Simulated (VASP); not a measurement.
# NaI (Fm-3m) in VASP: G0W0 quasiparticle levels with PBE

Aim: the G0W0 quasiparticle levels of NaI with PBE.

Program: VASP 6.6.1. These are calculated values, not measurements. Logs are shortened: lines on timing, memory, paths and dates and some standing lists are left out, and cuts for length are marked.

## 1. The cell of the first run

The structure is cubic, space group Fm-3m (No. 225). Conventional cell: a = 6.459 Å, b = 6.459 Å, c = 6.459 Å, α = 90.00°, β = 90.00°, γ = 90.00°. Na (site symmetry m-3m) has 6 I at 3.23 Å within 4.2 Å. Within 4.2 Å of I (site symmetry m-3m) lie 6 Na at 3.23 Å.

## 2. G0W0 quasiparticle levels, PBE

File POSCAR:

```
NaI
1.0
    0.0000000000      3.2296266398      3.2296266398
    3.2296266398      0.0000000000      3.2296266398
    3.2296266398      3.2296266398      0.0000000000
Na I
1 1
Direct
    0.0000000000      0.0000000000      0.0000000000
    0.5000000000      0.5000000000      0.5000000000
```

File INCAR.step1:

```
  PREC = Accurate
  ENCUT = 500
  EDIFF = 1E-8
  ISMEAR = 0
  SIGMA = 0.01
  LREAL = False
  LASPH = True
  NELM = 60
  ALGO = Normal
  LWAVE = True
  LCHARG = False
  GGA = PE
```

File INCAR.step2:

```
  PREC = Accurate
  ENCUT = 500
  EDIFF = 1E-8
  ISMEAR = 0
  SIGMA = 0.01
  LREAL = False
  LASPH = True
  NELM = 1
  ALGO = Exact
  LWAVE = True
  LCHARG = False
  GGA = PE
  NBANDS = 507
  LOPTICS = True
  ISTART = 1
```

File INCAR.step3:

```
  PREC = Accurate
  ENCUT = 500
  EDIFF = 1E-8
  ISMEAR = 0
  SIGMA = 0.01
  LREAL = False
  LASPH = True
  ALGO = EVGW0
  LWAVE = False
  LCHARG = False
  GGA = PE
  NELMGW = 1
  NBANDS = 507
  ENCUTGW = 200
  NOMEGA = 96
  PRECFOCK = Fast
  ISTART = 1
  NBANDSGW = 16
  OMEGAMAX = 20
```

File KPOINTS:

```
Automatic mesh
0
Gamma
  4 4 4
```

Potentials or basis: VASP PAW PBE potentials, release 64 (Na_sv_GW, I_GW).

The run is started by

```
cat potpaw_PBE.64/Na_sv_GW/POTCAR potpaw_PBE.64/I_GW/POTCAR > POTCAR
cp INCAR.step1 INCAR
mpirun -np 1 vasp_std > vasp.out
cp INCAR.step2 INCAR
mpirun -np 1 vasp_std > vasp.out
cp INCAR.step3 INCAR
mpirun -np 1 vasp_std > vasp.out
```

OUTCAR:

```text
PREC = Accurate
   ENCUT = 500
   EDIFF = 1E-8
   ISMEAR = 0
   LREAL = False
   LASPH = True
   GGA = PE
   NELMGW = 1
   ENCUTGW = 200
   PRECFOCK = Fast
   ISTART = 1

 ion  position               nearest neighbor table
   1  0.000  0.000  0.000-
   2  0.500  0.500  0.500-

  LATTYP: Found a face centered cubic cell.
 ALAT       =     6.4592532796

  Lattice vectors:

 A1 = (   0.0000000000,   3.2296266398,   3.2296266398)
 A2 = (   3.2296266398,   0.0000000000,   3.2296266398)
 A3 = (   3.2296266398,   3.2296266398,   0.0000000000)

Analysis of symmetry for initial positions (statically):
=====================================================================
 Subroutine PRICEL returns:
 Original cell was already a primitive cell.

 Routine SETGRP: Setting up the symmetry group for a
 face centered cubic supercell.

 Subroutine GETGRP returns: Found 48 space group operations
 (whereof 48 operations were pure point group operations)
 out of a pool of 48 trial point group operations.

The static configuration has the point symmetry O_h .

Analysis of symmetry for dynamics (positions and initial velocities):
=====================================================================
 Subroutine PRICEL returns:
 Original cell was already a primitive cell.

 Routine SETGRP: Setting up the symmetry group for a
 face centered cubic supercell.

 Subroutine GETGRP returns: Found 48 space group operations
 (whereof 48 operations were pure point group operations)
 out of a pool of 48 trial point group operations.

The dynamic configuration has the point symmetry O_h .

 Subroutine INISYM returns: Found 48 space group operations
 (whereof 48 operations are pure point group operations),
 and found     1 'primitive' translations

----------------------------------------------------------------------------------------

                                     Primitive cell

  volume of cell :      67.3732

  direct lattice vectors                    reciprocal lattice vectors
     0.000000000  3.229626640  3.229626640    -0.154816657  0.154816657  0.154816657
     3.229626640  0.000000000  3.229626640     0.154816657 -0.154816657  0.154816657
     3.229626640  3.229626640  0.000000000     0.154816657  0.154816657 -0.154816657

  length of vectors
     4.567381795  4.567381795  4.567381795     0.268150316  0.268150316  0.268150316

  position of ions in fractional coordinates (direct lattice)
     0.000000000  0.000000000  0.000000000
     0.500000000  0.500000000  0.500000000

  ion indices of the primitive-cell ions
   primitive index   ion index
                 1           1
                 2           2

----------------------------------------------------------------------------------------

 KPOINTS: Automatic mesh

Automatic generation of k-mesh.
 Grid dimensions read from file:
 generate k-points for:    4    4    4

 Generating k-lattice:

  Cartesian coordinates                     Fractional coordinates (reciprocal lattice)
    -0.038704164  0.038704164  0.038704164     0.250000000  0.000000000  0.000000000
     0.038704164 -0.038704164  0.038704164     0.000000000  0.250000000  0.000000000
     0.038704164  0.038704164 -0.038704164     0.000000000  0.000000000  0.250000000

  Length of vectors
     0.067037579  0.067037579  0.067037579

  Shift w.r.t. Gamma in fractional coordinates (k-lattice)
     0.000000000  0.000000000  0.000000000

 Subroutine IBZKPT returns following result:
 ===========================================

 Found      8 irreducible k-points:

 Following reciprocal coordinates:
            Coordinates               Weight
  0.000000  0.000000  0.000000      1.000000
  0.250000  0.000000  0.000000      8.000000
  0.500000  0.000000  0.000000      4.000000
  0.250000  0.250000  0.000000      6.000000
  0.500000  0.250000  0.000000     24.000000
 -0.250000  0.250000  0.000000     12.000000
  0.500000  0.500000  0.000000      3.000000
 -0.250000  0.500000  0.250000      6.000000
   k-points           NKPTS =      8   k-points in BZ     NKDIM =     64   number of bands    NBANDS=    507
   number of dos      NEDOS =    301   number of ions     NIONS =      2
   total plane-waves  NPLWV =  46656
   dimension x,y,z NGX =    36 NGY =   36 NGZ =   36
   dimension x,y,z NGXF=    72 NGYF=   72 NGZF=   72
   ions per type =               1   1
   NGX,Y,Z   is equivalent  to a cutoff of  13.10, 13.10, 13.10 a.u.
   NGXF,Y,Z  is equivalent  to a cutoff of  26.21, 26.21, 26.21 a.u.
 SYSTEM =  unknown system
   PREC   = accura    normal or accurate (medium, high low for compatibility)
   ISTART =      1    job   : 0-new  1-cont  2-samecut
   ICHARG =      0    charge: 1-file 2-atom 10-const
   ISPIN  =      1    spin polarized calculation?
   LNONCOLLINEAR =      F non collinear calculations
   LSORBIT =      F    spin-orbit coupling
   LASPH  =      T    aspherical Exc in radial PAW
   ENCUT  =  500.0 eV  36.75 Ry    6.06 a.u.   8.33  8.33  8.33*2*pi/ulx,y,z
   NELM   =     60;   NELMIN=  2; NELMDL=  0     # of ELM steps
   EDIFF  = 0.1E-07   stopping-criterion for ELM
   LREAL  =      F    real-space projection
   EDIFFG = 0.1E-06   stopping-criterion for IOM
   NSW    =      0    number of steps for IOM
   IBRION =     -1    ionic relax: 0-MD 1-quasi-New 2-CG
   NFREE  =      0    steps in history (QN), initial steepest desc. (CG)
   ISIF   =      0    stress and relaxation
   ISYM   =      3    0-nonsym 1-usesym 2-fastsym
   POTIM  = 0.5000    time-step for ionic-motion
   TEBEG  =    0.0;   TEEND  =   0.0 temperature during run
   PSTRESS=    0.0 pullay stress
   NELECT =      16.0000    total number of electrons
   NUPDOWN=      -1.0000    fix difference up-down
   EMIN   =  10.00;   EMAX   =-10.00  energy-range for DOS
   EFERMI =   0.00;   METHOD = LEGACY
   ISMEAR =     0;   SIGMA  =   0.01  broadening in eV -4-tet -1-fermi 0-gaus
   EFERMI_NEDOS =   21; number of points for ismear=-14 and -15
   IALGO  =     38    algorithm
   IMIX   =      4    mixing-type and parameters
     AMIX     =   0.40;   BMIX     =  1.00
     AMIX_MAG =   1.60;   BMIX_MAG =  1.00
  volume/ion in A,a.u.               =      33.69       227.33
  Fermi-wavevector in a.u.,A,eV,Ry     =   1.013801  1.915805 13.983952  1.027791
  Thomas-Fermi vector in A             =   2.146991
   LORBIT       =      0    0 simple, 1 ext, 2 COOP (PROOUT), +10 PAW based schemes
   GGA     = PE    functional components
   LHFCALC =     T    Hartree Fock is set to
   PRECFOCK=fast      Normal, Fast or Accurate (Low or Medium for compatibility)
   ENCUT4O =  -1.0   cutoff for four orbital integrals eV
   NKREDX  =     1    reduce k-point grid by
   NKREDY  =     1    reduce k-point grid by
   NKREDZ  =     1    reduce k-point grid by
   AEXX    =    1.0000 exact exchange contribution
   HFSCREEN=    0.0000 screening length (either q_TF or 0.3 A-1)
   HFSCREENC=   0.0000 screening length for correlation (either q_TF or 0.3 A-1)
   ENCUTFOCK=  -1.0 apply spherical cutoff to Coloumb kernel
   IVDW    =     0    specifies the selected vdW correction
   LEPSILON=     F    determine dielectric tensor
   LRPA    =     F    only Hartree local field effects (RPA)
   LRPAFORCE           =     F    calculate RPA forces
   ENCUTGW             = 200.0    cutoff for response function in eV
   ENCUTGWSOFT         = 160.0    soft cutoff for Coulomb kernel in GW response function in eV
   ENCUTLF             =  -1.0    cutoff for local field effects
   NELMGW              =     1    number of iterations in solving QP/BSE equation
   NELMHF              =     1    number of iterations in the inner HF iteration
   NKREDLFX            =     1    NKREDLFY  =   1   NKREDLFZ  =   1
 non-spin polarized calculation
 Gauss-broadening in eV      SIGMA  =   0.01
  energy-cutoff  :      500.00
  volume of cell :       67.37
 maximum number of plane-waves:      1724
 NGX is ok and might be reduce to    36
  NGX = 18; NGY = 18; NGZ = 18
   NGX = 17   NGY = 17   NGZ = 17
 maximum number of plane-waves:       444

 QP shifts <psi_nk| G(iteration)W_0 |psi_nk>: iteration 1
 for sc-GW calculations column KS-energies equals QP-energies in previous step
 and V_xc(KS)=  KS-energies - (<T + V_ion + V_H > + <T+V_H+V_ion>^1  + <V_x>^1)

 k-point   1 :       0.0000    0.0000    0.0000
  band No.  KS-energies  QP-energies   sigma(KS)   V_xc(KS)     V^pw_x(r,r')   Z            occupation Imag(sigma)

      1     -49.6701     -57.8774     -40.0113     -29.2787     -49.1331       0.7647       2.0000       0.3155
      2     -21.6086     -26.6818     -34.9400     -28.3130     -41.3430       0.7655       2.0000       0.0784
      3     -21.6086     -26.6818     -34.9400     -28.3130     -41.3430       0.7655       2.0000       0.0784
      4     -21.6086     -26.6818     -34.9400     -28.3130     -41.3430       0.7655       2.0000       0.0784
      5     -10.2061     -11.6301     -13.8206     -11.9506     -18.9307       0.7615       2.0000       1.3247
      6       0.8259      -0.8012     -13.3702     -11.3010     -14.3158       0.7863       2.0000       0.0335
[... 8 lines left out ...]
     15      11.2668      11.4317      -5.2859      -5.5008      -1.2265       0.7673       0.0000      -0.1205
     16      12.3785      12.9106      -7.0365      -7.7401      -2.6478       0.7563       0.0000      -0.1743

 k-point   2 :       0.2500    0.0000    0.0000
  band No.  KS-energies  QP-energies   sigma(KS)   V_xc(KS)     V^pw_x(r,r')   Z            occupation Imag(sigma)

      1     -49.6701     -57.8666     -40.0113     -29.2788     -49.1332       0.7637       2.0000       0.3155
      2     -21.6114     -26.6507     -34.9295     -28.3007     -41.3313       0.7602       2.0000       0.0832
      3     -21.6090     -26.6773     -34.9370     -28.3123     -41.3398       0.7651       2.0000       0.0788
      4     -21.6090     -26.6773     -34.9370     -28.3123     -41.3398       0.7651       2.0000       0.0788
      5     -10.0531     -11.4028     -13.8846     -12.1054     -18.9958       0.7586       2.0000       1.2999
      6      -0.4771      -2.1456     -12.2617     -10.1014     -13.4901       0.7723       2.0000       0.0435
[... 8 lines left out ...]
     15      11.2718      11.7663      -6.4690      -7.1154      -2.2345       0.7649       0.0000      -0.1329
     16      14.4457      14.7135      -6.1328      -6.4808      -1.6288       0.7696       0.0000      -0.3174

 k-point   3 :       0.5000    0.0000    0.0000
  band No.  KS-energies  QP-energies   sigma(KS)   V_xc(KS)     V^pw_x(r,r')   Z            occupation Imag(sigma)

      1     -49.6700     -57.9308     -40.0107     -29.2790     -49.1326       0.7698       2.0000       0.3155
      2     -21.6140     -26.6458     -34.9167     -28.2886     -41.3174       0.7592       2.0000       0.0879
      3     -21.6089     -26.6820     -34.9364     -28.3118     -41.3394       0.7658       2.0000       0.0791
      4     -21.6089     -26.6820     -34.9364     -28.3118     -41.3394       0.7658       2.0000       0.0791
      5      -9.8872     -11.1752     -13.9771     -12.2873     -19.0757       0.7622       2.0000       1.2572
      6      -1.3750      -3.1230     -11.8503      -9.5569     -13.4023       0.7622       2.0000       0.0587
[... 74 lines left out ...]
      1     -49.6700     -57.9232     -40.0101     -29.2790     -49.1320       0.7691       2.0000       0.3156
      2     -21.6127     -26.6448     -34.9218     -28.2960     -41.3228       0.7595       2.0000       0.0799
      3     -21.6104     -26.6561     -34.9309     -28.3060     -41.3329       0.7616       2.0000       0.0789
      4     -21.6104     -26.6561     -34.9309     -28.3060     -41.3329       0.7616       2.0000       0.0789
      5      -9.8089     -11.0260     -13.9609     -12.3266     -19.0556       0.7447       2.0000       1.2370
      6      -1.0964      -2.8530     -12.1079      -9.8041     -13.6168       0.7625       2.0000       0.0565
[... 8 lines left out ...]
     15      14.2808      14.9326      -8.0258      -8.8814      -3.4495       0.7618       0.0000      -0.2398
     16      14.2808      14.9326      -8.0258      -8.8814      -3.4495       0.7618       0.0000      -0.2398

 k-point   8 :      -0.2500    0.5000    0.2500
  band No.  KS-energies  QP-energies   sigma(KS)   V_xc(KS)     V^pw_x(r,r')   Z            occupation Imag(sigma)

      1     -49.6700     -57.9379     -40.0104     -29.2790     -49.1323       0.7704       2.0000       0.3156
      2     -21.6112     -26.6490     -34.9280     -28.3023     -41.3298       0.7604       2.0000       0.0802
      3     -21.6112     -26.6490     -34.9280     -28.3023     -41.3298       0.7604       2.0000       0.0802
      4     -21.6112     -26.6490     -34.9280     -28.3023     -41.3298       0.7604       2.0000       0.0802
      5      -9.8002     -11.0038     -13.9873     -12.3480     -19.0751       0.7342       2.0000       1.2210
      6      -0.5959      -2.3164     -12.3447     -10.1070     -13.6846       0.7689       2.0000       0.0478
[... 8 lines left out ...]
     15      13.6369      14.3021      -7.4689      -8.3355      -2.9730       0.7677       0.0000      -0.2349
     16      14.3851      15.0660      -8.1957      -9.0879      -3.5834       0.7631       0.0000      -0.2481
```

Run time: 15 min. Hardware: 1 thread of AMD EPYC 9R45 (Zen 5), shared host; peak memory 1.7 GiB.

Results:

```
Quasiparticle gap                                   : 5.79 eV
Least direct quasiparticle gap                      : 5.79 eV
Band gap of the starting levels on the mesh         : 3.65 eV
Least direct gap of the starting levels on the mesh : 3.65 eV
```

Caveat: the k points lie up to 0.42 Å⁻¹ apart; bands, screening cutoff and mesh are small and nothing is extrapolated, so the quasiparticle values aren't converged; spin-orbit coupling is left out, which moves the levels of the heavy elements.
